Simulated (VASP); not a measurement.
# SiC (Moissanite 3C) (F-43m) in VASP: a series of runs

Runs on SiC (Moissanite 3C). Level: PBE. Tasks: single point, relaxation of cell and atoms.

Everything below comes from runs of VASP 6.6.1. Logs are shortened: lines on timing, memory, paths and dates and some standing lists are left out, and cuts for length are marked.

**What was measured.**

From “Insight into the structural, elastic and electronic properties of a new orthorhombic 6O-SiC polytype”, 2020, pmc:7200658, for a bulk crystal of SiC: band gap 2.4 eV (indirect).

The results are compared with them further down.

## 1. The cell of the first run

It takes space group F-43m (No. 216, cubic). Conventional cell: a = 4.380 Å, b = 4.380 Å, c = 4.380 Å, α = 90.00°, β = 90.00°, γ = 90.00°. Si (site symmetry -43m) has 4 C at 1.90 Å within 2.5 Å. C (site symmetry -43m) has 4 Si at 1.90 Å within 2.5 Å.

## 2. Single point, PBE

INCAR reads:

```
ALGO     = Normal         # electronic algorithm
EDIFF    = 1E-6           # SCF threshold, eV
ENCUT    = 600            # plane-wave cutoff, eV
GGA      = PE             # functional
GGA_COMPAT= F            
ISIF     = 2              # what is computed and relaxed
ISMEAR   = 0              # smearing method
LASPH    = T              # aspherical terms in the spheres
LCHARG   = F              # write CHGCAR
LREAL    = F              # projectors in reciprocal space
LWAVE    = F              # write WAVECAR
NBANDS   = 11             # bands
NELM     = 120            # most SCF steps
PREC     = Accurate       # precision mode
SIGMA    = 0.01           # smearing width, eV
```

KPOINTS reads:

```
k-points
0
Gamma
  8 8 8
```

POSCAR reads:

```
SiC
1.0
    3.0967932262      0.0000000000      0.0000000000
    1.5483966131      2.6819016042      0.0000000000
    1.5483966131      0.8939672014      2.5285210811
Si C
1 1
Direct
    0.0000000000      0.0000000000      0.0000000000
    0.2500000000      0.2500000000      0.2500000000
```

Potentials or basis: VASP PAW PBE potentials, release 64 (Si, C).

The run is started by

```sh
$ cat potpaw_PBE.64/Si/POTCAR potpaw_PBE.64/C/POTCAR > POTCAR
$ mpirun -np 1 vasp_std > vasp.out
```

OUTCAR:

```text
EDIFF = 1E-6
   ENCUT = 600
   GGA = PE
   ISIF = 2
   ISMEAR = 0
   LASPH = T
   LREAL = F
   NELM = 120
   PREC = Accurate

 ion  position               nearest neighbor table
   1  0.000  0.000  0.000-   2 1.90   2 1.90   2 1.90   2 1.90
   2  0.250  0.250  0.250-   1 1.90   1 1.90   1 1.90   1 1.90

  LATTYP: Found a face centered cubic cell.
 ALAT       =     4.3795269804

  Lattice vectors:

 A1 = (   3.0967932262,   0.0000000000,   0.0000000000)
 A2 = (   1.5483966131,   2.6819016042,   0.0000000000)
 A3 = (   1.5483966131,   0.8939672014,   2.5285210811)

Analysis of symmetry for initial positions (statically):
=====================================================================
 Subroutine PRICEL returns:
 Original cell was already a primitive cell.

 Routine SETGRP: Setting up the symmetry group for a
 face centered cubic supercell.

 Subroutine GETGRP returns: Found 24 space group operations
 (whereof 24 operations were pure point group operations)
 out of a pool of 48 trial point group operations.

The static configuration has the point symmetry T_d .

Analysis of symmetry for dynamics (positions and initial velocities):
=====================================================================
 Subroutine PRICEL returns:
 Original cell was already a primitive cell.

 Routine SETGRP: Setting up the symmetry group for a
 face centered cubic supercell.

 Subroutine GETGRP returns: Found 24 space group operations
 (whereof 24 operations were pure point group operations)
 out of a pool of 48 trial point group operations.

The dynamic configuration has the point symmetry T_d .

 Subroutine INISYM returns: Found 24 space group operations
 (whereof 24 operations are pure point group operations),
 and found     1 'primitive' translations

----------------------------------------------------------------------------------------

                                     Primitive cell

  volume of cell :      21.0001

  direct lattice vectors                    reciprocal lattice vectors
     3.096793226  0.000000000  0.000000000     0.322914682 -0.186434879 -0.131829367
     1.548396613  2.681901604  0.000000000     0.000000000  0.372869757 -0.131829367
     1.548396613  0.893967201  2.528521081     0.000000000  0.000000000  0.395488101

  length of vectors
     3.096793226  3.096793226  3.096793226     0.395488101  0.395488101  0.395488101

  position of ions in fractional coordinates (direct lattice)
     0.000000000  0.000000000  0.000000000
     0.250000000  0.250000000  0.250000000

  ion indices of the primitive-cell ions
   primitive index   ion index
                 1           1
                 2           2

----------------------------------------------------------------------------------------

 KPOINTS: k-points

Automatic generation of k-mesh.
 Grid dimensions read from file:
 generate k-points for:    8    8    8

 Generating k-lattice:

  Cartesian coordinates                     Fractional coordinates (reciprocal lattice)
     0.040364335 -0.023304360 -0.016478671     0.125000000  0.000000000  0.000000000
     0.000000000  0.046608720 -0.016478671     0.000000000  0.125000000  0.000000000
     0.000000000  0.000000000  0.049436013     0.000000000  0.000000000  0.125000000

  Length of vectors
     0.049436013  0.049436013  0.049436013

  Shift w.r.t. Gamma in fractional coordinates (k-lattice)
     0.000000000  0.000000000  0.000000000

 Subroutine IBZKPT returns following result:
 ===========================================

 Found     29 irreducible k-points:

 Following reciprocal coordinates:
            Coordinates               Weight
  0.000000  0.000000  0.000000      1.000000
  0.125000  0.000000  0.000000      8.000000
  0.250000  0.000000  0.000000      8.000000
  0.375000  0.000000  0.000000      8.000000
  0.500000  0.000000  0.000000      4.000000
  0.125000  0.125000  0.000000      6.000000
[... 16 lines left out ...]
  0.500000  0.250000  0.125000     48.000000
 -0.375000  0.250000  0.125000     24.000000
 [... further k-points ...]
   k-points           NKPTS =     29   k-points in BZ     NKDIM =     29   number of bands    NBANDS=     11
   number of dos      NEDOS =    301   number of ions     NIONS =      2
   total plane-waves  NPLWV =  21952
   dimension x,y,z NGX =    28 NGY =   28 NGZ =   28
   dimension x,y,z NGXF=    56 NGYF=   56 NGZF=   56
   ions per type =               1   1
   NGX,Y,Z   is equivalent  to a cutoff of  15.03, 15.03, 15.03 a.u.
   NGXF,Y,Z  is equivalent  to a cutoff of  30.06, 30.06, 30.06 a.u.
 SYSTEM =  unknown system
   PREC   = accura    normal or accurate (medium, high low for compatibility)
   ISTART =      0    job   : 0-new  1-cont  2-samecut
   ICHARG =      2    charge: 1-file 2-atom 10-const
   ISPIN  =      1    spin polarized calculation?
   LNONCOLLINEAR =      F non collinear calculations
   LSORBIT =      F    spin-orbit coupling
   LASPH  =      T    aspherical Exc in radial PAW
   ENCUT  =  600.0 eV  44.10 Ry    6.64 a.u.   6.19  6.19  6.19*2*pi/ulx,y,z
   NELM   =    120;   NELMIN=  2; NELMDL= -5     # of ELM steps
   EDIFF  = 0.1E-05   stopping-criterion for ELM
   LREAL  =      F    real-space projection
   EDIFFG = 0.1E-04   stopping-criterion for IOM
   NSW    =      0    number of steps for IOM
   IBRION =     -1    ionic relax: 0-MD 1-quasi-New 2-CG
   NFREE  =      0    steps in history (QN), initial steepest desc. (CG)
   ISIF   =      2    stress and relaxation
   ISYM   =      2    0-nonsym 1-usesym 2-fastsym
   POTIM  = 0.5000    time-step for ionic-motion
   TEBEG  =    0.0;   TEEND  =   0.0 temperature during run
   PSTRESS=    0.0 pullay stress
   NELECT =       8.0000    total number of electrons
   NUPDOWN=      -1.0000    fix difference up-down
   EMIN   =  10.00;   EMAX   =-10.00  energy-range for DOS
   EFERMI =   0.00;   METHOD = LEGACY
   ISMEAR =     0;   SIGMA  =   0.01  broadening in eV -4-tet -1-fermi 0-gaus
   EFERMI_NEDOS =   21; number of points for ismear=-14 and -15
   IALGO  =     38    algorithm
   IMIX   =      4    mixing-type and parameters
     AMIX     =   0.40;   BMIX     =  1.00
     AMIX_MAG =   1.60;   BMIX_MAG =  1.00
  volume/ion in A,a.u.               =      10.50        70.86
  Fermi-wavevector in a.u.,A,eV,Ry     =   1.186764  2.242658 19.162558  1.408408
  Thomas-Fermi vector in A             =   2.322930
   LORBIT       =      0    0 simple, 1 ext, 2 COOP (PROOUT), +10 PAW based schemes
   GGA     = PE    functional components
   LHFCALC =     F    Hartree Fock is set to
   AEXX    =    0.0000 exact exchange contribution
   IVDW    =     0    specifies the selected vdW correction
   LEPSILON=     F    determine dielectric tensor
   LRPA    =     F    only Hartree local field effects (RPA)
 non-spin polarized calculation
 Gauss-broadening in eV      SIGMA  =   0.01
  energy-cutoff  :      600.00
  volume of cell :       21.00
 maximum number of plane-waves:       725
 NGX is ok and might be reduce to    28
   NGX = 13   NGY = 13   NGZ = 13

 number of electron       8.0000000 magnetization

 Free energy of the ion-electron system (eV)
  ---------------------------------------------------
  ext. energy  EPLUGINS =         0.00000000
  ---------------------------------------------------
  free energy    TOTEN  =       -15.06115622 eV

  energy without entropy =      -15.06115622  energy(sigma->0) =      -15.06115622

 E-fermi :   8.0277     XC(G=0): -11.2915

 val. band max:        7.9421836818   @ k =   0.0000   0.0000   0.0000
 cond. band min:       9.3123422178   @ k =   0.5000   0.5000   0.0000
 fundamental gap:      1.3701585360
 Fermi energy:         8.0277430991

 k-point     1 :       0.0000    0.0000    0.0000
  band No.  band energies     occupation
      1      -7.3458      2.00000
      2       7.9422      2.00000
      3       7.9422      2.00000
      4       7.9422      2.00000
      5      14.0024      0.00000
      6      15.1474      0.00000
      7      15.1474      0.00000
      8      15.1474      0.00000
      9      22.3627      0.00000
     10      22.3627      0.00000
     11      24.1941      0.00000

 k-point     2 :       0.1250    0.0000    0.0000
  band No.  band energies     occupation
      1      -7.0447      2.00000
      2       6.4626      2.00000
      3       7.7419      2.00000
      4       7.7419      2.00000
      5      14.2720      0.00000
      6      15.4963      0.00000
      7      15.4963      0.00000
      8      15.6456      0.00000
      9      21.1593      0.00000
     10      21.1593      0.00000
     11      23.8797      0.00000

 k-point     3 :       0.2500    0.0000    0.0000
  band No.  band energies     occupation
      1      -6.1647      2.00000
      2       3.6765      2.00000
      3       7.3385      2.00000
      4       7.3385      2.00000
      5      13.8008      0.00000
      6      15.7584      0.00000
      7      15.7584      0.00000
      8      17.1639      0.00000
      9      20.9804      0.00000
     10      20.9804      0.00000
     11      22.9548      0.00000

 k-point     4 :       0.3750    0.0000    0.0000
  band No.  band energies     occupation
      1      -4.8297      2.00000
      2       0.9686      2.00000
      3       7.0124      2.00000
      4       7.0124      2.00000
      5      13.3859      0.00000
      6      15.3548      0.00000
      7      15.3548      0.00000
      8      17.8664      0.00000
      9      22.9311      0.00000
     10      22.9311      0.00000
     11      23.3133      0.00000
[... 239 lines left out ...]
 k-point    22 :       0.3750    0.2500    0.1250
  band No.  band energies     occupation
      1      -5.4001      2.00000
      2       3.4748      2.00000
      3       5.1102      2.00000
      4       6.6750      2.00000
      5      13.2576      0.00000
      6      15.4645      0.00000
      7      16.3039      0.00000
      8      17.8880      0.00000
      9      20.0641      0.00000
     10      23.8114      0.00000
     11      27.2045      0.00000

 k-point    23 :       0.5000    0.2500    0.1250
  band No.  band energies     occupation
      1      -4.1182      2.00000
      2       1.4727      2.00000
      3       4.3729      2.00000
      4       6.0358      2.00000
      5      13.2118      0.00000
      6      15.4304      0.00000
      7      17.0237      0.00000
      8      18.2764      0.00000
      9      21.1917      0.00000
     10      24.2898      0.00000
     11      27.0990      0.00000

 k-point    24 :      -0.3750    0.2500    0.1250
  band No.  band energies     occupation
      1      -3.1932      2.00000
      2       0.1818      2.00000
      3       4.2583      2.00000
      4       5.7053      2.00000
      5      13.1588      0.00000
      6      15.1146      0.00000
      7      17.9672      0.00000
      8      18.8175      0.00000
      9      21.2216      0.00000
     10      24.0317      0.00000
     11      27.0911      0.00000

 [... further k-points ...]
[... 5 lines left out ...]
  --------------------------------------------------------------------------------------
  -------------------------------------------------------------------------------------
  Total       -0.0193703     -0.0193703     -0.0193703      0.0000000      0.0000000     -0.0000000
  in kB       -1.4778303     -1.4778303     -1.4778303      0.0000000      0.0000000     -0.0000000
  external PRESSURE =      -1.4778303 kB  Pullay stress =       0.0000000 kB

 VOLUME and BASIS-vectors are now :
 -----------------------------------------------------------------------------
  energy-cutoff  :      600.00
  volume of cell :       21.00
      direct lattice vectors                 reciprocal lattice vectors
     3.096793226  0.000000000  0.000000000     0.322914682 -0.186434879 -0.131829367
     1.548396613  2.681901604  0.000000000     0.000000000  0.372869757 -0.131829367
     1.548396613  0.893967201  2.528521081     0.000000000  0.000000000  0.395488101

 POSITION                                       TOTAL-FORCE (eV/Angst)
 -----------------------------------------------------------------------------------
      0.00000      0.00000      0.00000         0.000000      0.000000     -0.000000
      1.54840      0.89397      0.63213        -0.000000     -0.000000      0.000000
 -----------------------------------------------------------------------------------
    total drift:                               -0.000000     -0.000000     -0.000000

  FREE ENERGIE OF THE ION-ELECTRON SYSTEM (eV)
  ---------------------------------------------------
  free  energy   TOTEN  =       -15.0611562211 eV

  energy  without entropy=      -15.0611562211  energy(sigma->0) =      -15.06115622
```

It took 7.5 s on 1 thread of Intel Xeon Platinum 8375C at 2.90GHz (Ice Lake), shared host; peak memory 0.14 GiB.

What came out:

| Property | Result |
| --- | --- |
| Free energy | -15.0612 eV |
| Pressure | -0.1 GPa |
| Band gap on the k mesh | 1.37 eV, indirect (least direct gap 4.53 eV) |

## 3. Relaxation of cell and atoms, PBE

This run uses another cell than the first one, of 10.35 Å³/atom, 0.985 times its volume.

INCAR reads:

```
SYSTEM = SiC
PREC     = Accurate       ! precision mode
ENCUT    = 600            ! plane-wave cutoff, eV
EDIFF    = 1E-7           ! SCF threshold, eV
ISMEAR   = 0              ! smearing method
SIGMA    = 0.01           ! smearing width, eV
LREAL    = .False.        ! projectors in reciprocal space
LASPH    = .True.         ! aspherical terms in the spheres
NELM     = 120            ! most SCF steps
ALGO     = Normal         ! electronic algorithm
ISIF     = 3              ! what is computed and relaxed
LWAVE    = .False.        ! write WAVECAR
LCHARG   = .False.        ! write CHGCAR
GGA      = PE             ! functional
IBRION   = 2              ! ionic algorithm
NSW      = 80             ! ionic steps
EDIFFG   = -0.005         ! ionic threshold
GGA_COMPAT= .False.      
NELMIN   = 4
```

KPOINTS reads:

```
Automatic mesh
0
Gamma
  8 8 8
  0 0 0
```

POSCAR reads:

```
SiC
1.0
    3.0815710000      0.0000000000      0.0000000000
    1.5407855000      2.6687187696      0.0000000000
    1.5407855000      0.8895729232      2.5160921854
Si C
1 1
Direct
    0.0000000000      0.0000000000      0.0000000000
    0.2500000000      0.2500000000      0.2500000000
```

Potentials or basis: VASP PAW PBE potentials, release 64 (Si, C).

The run is started by

```sh
$ cat potpaw_PBE.64/Si/POTCAR potpaw_PBE.64/C/POTCAR > POTCAR
$ mpirun -np 1 vasp_std > vasp.out
```

It took 15 s on 1 thread of Intel Xeon Platinum 8375C at 2.90GHz (Ice Lake), shared host; peak memory 0.15 GiB.

It converged, with:

* Free energy: -15.0608 eV
* Relaxed volume: 10.49 Å³/atom
* Relaxed cell: a = 3.096 Å, b = 3.096 Å, c = 3.096 Å, α = 60.00°, β = 60.00°, γ = 60.00°
* Space group after relaxing (to 0.05 Å): F-43m (No. 216)
* Energy gained by relaxing: 1.4 meV/atom
* Ionic steps: 3
* Pressure after relaxing: 0.0 GPa
* Band gap on the k mesh: 1.37 eV, indirect (least direct gap 4.53 eV)

Step by step:
```
step  energy change (eV)  largest force (eV/Å)  pressure (GPa)  volume (Å³)
   1              0.0000                0.0000            3.08        20.69
   2              0.0001                0.0000           -2.99        21.29
   3             -0.0028                0.0000            0.00        20.99
```

Final structure:
```xyz
2
Lattice="3.0961 0.0000 0.0000 1.5480 2.6813 0.0000 1.5480 0.8938 2.5280" Properties=species:S:1:pos:R:3 pbc="T T T"
Si    0.0000    0.0000    0.0000
C     1.5480    0.8938    0.6320
```

Levels at points of the mesh, in eV from the valence-band top:
```
           k point  band 2  band 3  band 4  band 5  band 6  band 7
(0.00, 0.00, 0.00)    0.00    0.00    0.00    6.07    7.21    7.21
(0.50, 0.00, 0.00)   -8.46   -1.05   -1.05    5.31    7.17    7.17
(0.50, 0.50, 0.00)   -7.75   -3.16   -3.16    1.37    4.27   13.87
```

A k mesh can miss the band edges. PBE usually gives volumes a little too large and moduli too small.

## 4. How close it comes

Step 2. Against the measured gap of SiC, 2.4 eV (indirect; quoted in “Insight into the structural, elastic and electronic properties of a new orthorhombic 6O-SiC polytype”, 2020, pmc:7200658), the calculated 1.37 eV is off by -1.03 eV. The value is that of PBE on a finite k mesh, which can miss the band edges, without temperature or zero-point motion. Semilocal functionals fall short of measured gaps as a rule.
